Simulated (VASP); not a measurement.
A run of VASP 6.6.1:

INCAR

```
PREC     = Accurate       # precision mode
ENCUT    = 520            # plane-wave cutoff, eV
EDIFF    = 1E-6           # SCF threshold, eV
ISMEAR   = 0              # smearing method
SIGMA    = 0.15           # smearing width, eV
LREAL    = F              # projectors in reciprocal space
LASPH    = T              # aspherical terms in the spheres
NELM     = 60             # most SCF steps
ALGO     = Fast           # electronic algorithm
ISIF     = 2              # what is computed and relaxed
LWAVE    = F              # write WAVECAR
LCHARG   = F              # write CHGCAR
GGA      = PS             # functional
NBANDS   = 30             # bands
```

The input KPOINTS:

```
regular mesh
0
Gamma
  12 12 4
```

POSCAR

```
La
1.0
    3.7345000000      0.0000000000      0.0000000000
   -1.8672500000      3.2341718704      0.0000000000
    0.0000000000      0.0000000000     11.9919000000
La
4
Direct
    0.0000000000      0.0000000000      0.0000000000
    0.0000000000      0.0000000000      0.5000000000
    0.3333333333      0.6666666667      0.2500000000
    0.6666666667      0.3333333333      0.7500000000
```

Potentials or basis: VASP PAW PBE potentials, release 64 (La).

Launch:

```bash
$ cat potpaw_PBE.64/La/POTCAR > POTCAR
$ mpirun -np 1 vasp_std > vasp.out
```

Hardware: 1 thread of Intel(R) Xeon(R) Platinum 8488C (Sapphire Rapids), with other jobs on the host.

How long does it take, and how much memory?

Run time: 21 min on 1 thread of Intel(R) Xeon(R) Platinum 8488C (Sapphire Rapids), on a shared host, peak memory 0.39 GiB. Counts: scf iterations 53, k points 57.
